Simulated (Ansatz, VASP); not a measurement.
Two plane-wave programs on NaF

```
CELL_PARAMETERS angstrom
2.76310 0.00000 0.00000
0.00000 2.76310 0.00000
0.00000 0.00000 2.76310
ATOMIC_POSITIONS crystal
Na 0.00000 0.00000 0.00000
F 0.50000 0.50000 0.50000
```

Alike in both runs: task single point; functional PBEsol; k mesh 8 × 8 × 8; occupations gaussian, width 0.02 eV; no spin polarisation.

|  | VASP | Ansatz |
| --- | --- | --- |
| version | VASP 6.6.1 | Ansatz 0.2.0 |
| potentials or method | VASP PAW PBE potentials, release 64 (Na_pv, F), cutoff 600 eV | scalar-relativistic, plane waves, PAW |
| valence electrons in the cell | 14 | 16 |

Ansatz gave:

- gap on the k mesh at the Fermi level (eV): 6.21
- least direct gap on the mesh (eV): 6.57
- pressure (GPa): 3.5

What did VASP give for the same quantities?

gap on the k mesh at the Fermi level (eV): 6.19; least direct gap on the mesh (eV): 6.55; pressure (GPa): 3.3.

VASP's potentials were made for PBE, not for PBEsol. VASP's potentials hold 14 valence electrons a cell and Ansatz's 16, so a difference there can come from the potentials and not from the codes.
